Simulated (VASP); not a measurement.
# MgO (Periclase) (P1) in VASP: a series of runs

The runs below take MgO (Periclase) through single point, with LDA.

Everything below comes from runs of VASP 6.6.1. Logs are shortened: lines on timing, memory, paths and dates and some standing lists are left out, and cuts for length are marked.

### Step 1. The cell of the first run

The typed cell holds 2 atoms: a = 2.984 Å, b = 2.954 Å, c = 2.975 Å, α = 60.76°, β = 59.35°, γ = 60.88°.

### Step 2. Single point, LDA

The input, INCAR:

```
PREC = Accurate
ENCUT = 520
EDIFF = 1E-6
ISMEAR = 0
SIGMA = 0.01
LREAL = False
LASPH = True
NELM = 100
ALGO = Normal
ISIF = 2
LWAVE = False
LCHARG = False
GGA = CA
NBANDS = 11
```

The input, KPOINTS:

```
regular mesh
0
Gamma
  6 6 6
```

The input, POSCAR:

```
MgO
1.0
   -0.0103972712      2.1375808052      2.0819584090
    2.0894708883     -0.0171284526      2.0886895904
    2.0763991744      2.1312302561     -0.0040467221
Mg O
1 1
Direct
    0.9960300000      0.0476900000      0.9449100000
    0.5139600000      0.5606200000      0.4707200000
```

Potentials or basis: VASP PAW LDA potentials, release 64 (Mg, O).

Run with:

```sh
$ cat potpaw_LDA.64/Mg/POTCAR potpaw_LDA.64/O/POTCAR > POTCAR
$ mpirun -np 1 vasp_std > vasp.out
```

OUTCAR:

```text
PREC = Accurate
   ENCUT = 520
   EDIFF = 1E-6
   ISMEAR = 0
   LREAL = False
   LASPH = True
   NELM = 100
   ISIF = 2
   GGA = CA

 ion  position               nearest neighbor table
   1  0.996  0.048  0.945-   2 2.01   2 2.03   2 2.05   2 2.15   2 2.17   2 2.24
   2  0.514  0.561  0.471-   1 2.01   1 2.03   1 2.05   1 2.15   1 2.17   1 2.24

  LATTYP: Found a triclinic cell.
 ALAT       =     2.9754986661
 B/A-ratio  =     0.9916398929
 C/A-ratio  =     0.9929277886
 COS(alpha) =     0.0003891025
 COS(beta)  =     0.4884119475
 COS(gamma) =     0.4929543006

  Lattice vectors:

 A1 = (  -2.0763991744,  -2.1312302561,   0.0040467221)
 A2 = (  -2.0867964456,   0.0063505491,   2.0860051311)
 A3 = (  -2.0894708883,   0.0171284526,  -2.0886895904)

Analysis of symmetry for initial positions (statically):
=====================================================================
 Subroutine PRICEL returns:
 Original cell was already a primitive cell.

 Routine SETGRP: Setting up the symmetry group for a
 triclinic supercell.

 Subroutine GETGRP returns: Found  1 space group operations
 (whereof  1 operations were pure point group operations)
 out of a pool of  2 trial point group operations.

The static configuration has the point symmetry C_1 .

Analysis of symmetry for dynamics (positions and initial velocities):
=====================================================================
 Subroutine PRICEL returns:
 Original cell was already a primitive cell.

 Routine SETGRP: Setting up the symmetry group for a
 triclinic supercell.

 Subroutine GETGRP returns: Found  1 space group operations
 (whereof  1 operations were pure point group operations)
 out of a pool of  2 trial point group operations.

The dynamic configuration has the point symmetry C_1 .

 Subroutine INISYM returns: Found  1 space group operations
 (whereof  1 operations are pure point group operations),
 and found     1 'primitive' translations

----------------------------------------------------------------------------------------

                                     Primitive cell

  volume of cell :      18.6803

  direct lattice vectors                    reciprocal lattice vectors
    -0.010397271  2.137580805  2.081958409    -0.238294936  0.232620478  0.240291694
     2.089470888 -0.017128453  2.088689590     0.237993752 -0.231417379  0.238788551
     2.076399174  2.131230256 -0.004046722     0.240917725  0.234039052 -0.239088589
[... 91 lines left out ...]
   ISYM   =      2    0-nonsym 1-usesym 2-fastsym
   POTIM  = 0.5000    time-step for ionic-motion
   TEBEG  =    0.0;   TEEND  =   0.0 temperature during run
   PSTRESS=    0.0 pullay stress
   NELECT =       8.0000    total number of electrons
   NUPDOWN=      -1.0000    fix difference up-down
   EMIN   =  10.00;   EMAX   =-10.00  energy-range for DOS
   EFERMI =   0.00;   METHOD = LEGACY
   ISMEAR =     0;   SIGMA  =   0.01  broadening in eV -4-tet -1-fermi 0-gaus
   EFERMI_NEDOS =   21; number of points for ismear=-14 and -15
   IALGO  =     38    algorithm
   IMIX   =      4    mixing-type and parameters
     AMIX     =   0.40;   BMIX     =  1.00
     AMIX_MAG =   1.60;   BMIX_MAG =  1.00
  volume/ion in A,a.u.               =       9.34        63.03
  Fermi-wavevector in a.u.,A,eV,Ry     =   1.233987  2.331897 20.717917  1.522724
  Thomas-Fermi vector in A             =   2.368695
   LORBIT       =      0    0 simple, 1 ext, 2 COOP (PROOUT), +10 PAW based schemes
   GGA     = CA    functional components
   LHFCALC =     F    Hartree Fock is set to
   AEXX    =    0.0000 exact exchange contribution
   IVDW    =     0    specifies the selected vdW correction
   LEPSILON=     F    determine dielectric tensor
   LRPA    =     F    only Hartree local field effects (RPA)
 non-spin polarized calculation
 Gauss-broadening in eV      SIGMA  =   0.01
  energy-cutoff  :      520.00
  volume of cell :       18.68
 maximum number of plane-waves:       531
 NGX is ok and might be reduce to    24
   NGX = 11   NGY = 11   NGZ = 11

 number of electron       8.0000000 magnetization

 Free energy of the ion-electron system (eV)
  ---------------------------------------------------
  ext. energy  EPLUGINS =         0.00000000
  ---------------------------------------------------
  free energy    TOTEN  =       -13.37188928 eV

  energy without entropy =      -13.37188928  energy(sigma->0) =      -13.37188928

 E-fermi :   3.0481     XC(G=0): -11.5845

 val. band max:        2.9281088965   @ k =   0.0000   0.0000   0.0000
 cond. band min:       7.5081807579   @ k =   0.0000   0.0000   0.0000
 fundamental gap:      4.5800718614
 Fermi energy:         3.0481086774

 k-point     1 :       0.0000    0.0000    0.0000
  band No.  band energies     occupation
      1     -14.1308      2.00000
      2       2.7992      2.00000
      3       2.8364      2.00000
      4       2.9281      2.00000
      5       7.5082      0.00000
      6      18.1583      0.00000
      7      18.5614      0.00000
      8      18.7117      0.00000
      9      22.3943      0.00000
     10      23.7152      0.00000
     11      24.5266      0.00000
[... 309 lines left out ...]
 k-point    24 :       0.5000   -0.0000    0.1667
  band No.  band energies     occupation
      1     -12.7429      2.00000
      2      -1.3560      2.00000
      3       1.3787      2.00000
      4       2.0756      2.00000
      5      11.7122      0.00000
      6      14.7962      0.00000
      7      16.6414      0.00000
      8      19.9414      0.00000
      9      22.6976      0.00000
     10      26.1014      0.00000
     11      26.7428      0.00000

 [... further k-points ...]

------------------------ aborting loop because EDIFF is reached ----------------------------------------

  FORCE on cell =-STRESS in cart. coord.  units (eV):
  Direction    XX          YY          ZZ          XY          YZ          ZX
  --------------------------------------------------------------------------------------
  -------------------------------------------------------------------------------------
  Total       -0.4690715     -0.9700067     -0.5642510      0.1412355      0.0514497     -0.0645466
  in kB      -40.2315689    -83.1960306    -48.3949674     12.1135561      4.4127636     -5.5360693
  external PRESSURE =     -57.2741890 kB  Pullay stress =       0.0000000 kB

 VOLUME and BASIS-vectors are now :
 -----------------------------------------------------------------------------
  energy-cutoff  :      520.00
  volume of cell :       18.68
      direct lattice vectors                 reciprocal lattice vectors
    -0.010397271  2.137580805  2.081958409    -0.238294936  0.232620478  0.240291694
     2.089470888 -0.017128453  2.088689590     0.237993752 -0.231417379  0.238788551
     2.076399174  2.131230256 -0.004046722     0.240917725  0.234039052 -0.239088589

 POSITION                                       TOTAL-FORCE (eV/Angst)
 -----------------------------------------------------------------------------------
      2.05130      4.14210      2.16948         0.469144      0.339413      0.367854
      2.14346      2.09224      2.23910        -0.469144     -0.339413     -0.367854
 -----------------------------------------------------------------------------------
    total drift:                                0.000042     -0.000063      0.000026

  FREE ENERGIE OF THE ION-ELECTRON SYSTEM (eV)
  ---------------------------------------------------
  free  energy   TOTEN  =       -13.3718892811 eV

  energy  without entropy=      -13.3718892811  energy(sigma->0) =      -13.37188928
```

stdout:

```text
POSCAR found type information on POSCAR MgO
 POSCAR found :  2 types and       2 ions
 scaLAPACK will be used
 LDA part: xc-table for (Slater(with rela. corr.)+CA(PZ))
 , standard interpolation
 POSCAR, INCAR and KPOINTS ok, starting setup
 FFT: planning ... GRIDC
 FFT: planning ... GRID_SOFT
 FFT: planning ... GRID
 WAVECAR not read
 entering main loop
```

It took 38 s on 1 thread of AMD EPYC 7R43 (Zen 3), shared host; peak memory 0.11 GiB.

What came out:

| Property | Result |
| --- | --- |
| Free energy | -13.3719 eV |
| Pressure | -5.7 GPa |
| Largest force | 0.686 eV/Å |
| Band gap on the k mesh | 4.58 eV, direct |

Forces on the atoms (eV/Å):
```
Mg   0.469  0.339  0.368
O   -0.469 -0.339 -0.368
```

Caveat: the k points lie up to 0.43 Å⁻¹ apart.

### Step 3. Single point, LDA

This run uses another cell than the first one, of 9.25 Å³/atom, 0.990 times its volume.

The input, INCAR:

```
PREC = Accurate
ENCUT = 520
EDIFF = 1E-7
ISMEAR = 0
SIGMA = 0.01
LREAL = False
LASPH = True
NELM = 80
ALGO = Normal
ISIF = 2
LWAVE = False
LCHARG = True
GGA = CA
LELF = True
LVHAR = True
NBANDS = 11
```

KPOINTS is that of step 2.

The input, POSCAR:

```
MgO
1.0
   -0.0103626711      2.1304673390      2.0750300436
    2.0825175227     -0.0170714524      2.0817388249
    2.0694893091      2.1241379233     -0.0040332554
Mg O
1 1
Direct
    0.9960300000      0.0476900000      0.9449100000
    0.5139600000      0.5606200000      0.4707200000
```

Potentials or basis: VASP PAW LDA potentials, release 64 (Mg, O).

Run with:

```sh
$ cat potpaw_LDA.64/Mg/POTCAR potpaw_LDA.64/O/POTCAR > POTCAR
$ mpirun -np 1 vasp_std > vasp.out
```

Run time: 28 s. Hardware: 1 thread of AMD EPYC 7R43 (Zen 3), shared host; peak memory 0.11 GiB.

It converged, with:

- Free energy: -13.3774 eV
- Pressure: -4.2 GPa
- Largest force: 0.718 eV/Å
- Band gap on the k mesh: 4.68 eV, direct

Forces in eV/Å, atoms in the order of the input:
```
Mg   0.490  0.357  0.385
O   -0.490 -0.357 -0.385
```

Stress tensor (GPa, compression positive):
```
-2.37  1.19 -0.58
 1.19 -6.95  0.42
-0.58  0.42 -3.22
```

Levels at points of the mesh, in eV from the valence-band top:
```csv
k point,band 2,band 3,band 4,band 5,band 6,band 7
"(0.00, 0.00, 0.00)",-0.13,-0.09,0.00,4.68,15.28,15.69
"(0.50, 0.00, 0.00)",-4.80,-0.76,-0.66,7.74,12.31,15.80
"(0.00, 0.50, 0.00)",-4.82,-0.69,-0.67,7.78,12.23,16.06
"(0.50, 0.50, 0.00)",-4.20,-1.60,-1.37,8.80,9.64,13.07
"(0.00, 0.00, 0.50)",-4.78,-0.81,-0.68,7.71,12.39,15.68
"(0.50, 0.00, 0.50)",-4.30,-1.37,-1.37,9.07,9.67,12.75
"(0.00, 0.50, 0.50)",-4.20,-1.57,-1.39,8.81,9.63,13.07
"(0.50, 0.50, 0.50)",-4.76,-0.84,-0.73,7.73,12.51,15.63
```

Caveat: the k points lie up to 0.43 Å⁻¹ apart. As with any semilocal functional, this LDA gap is likely too small.
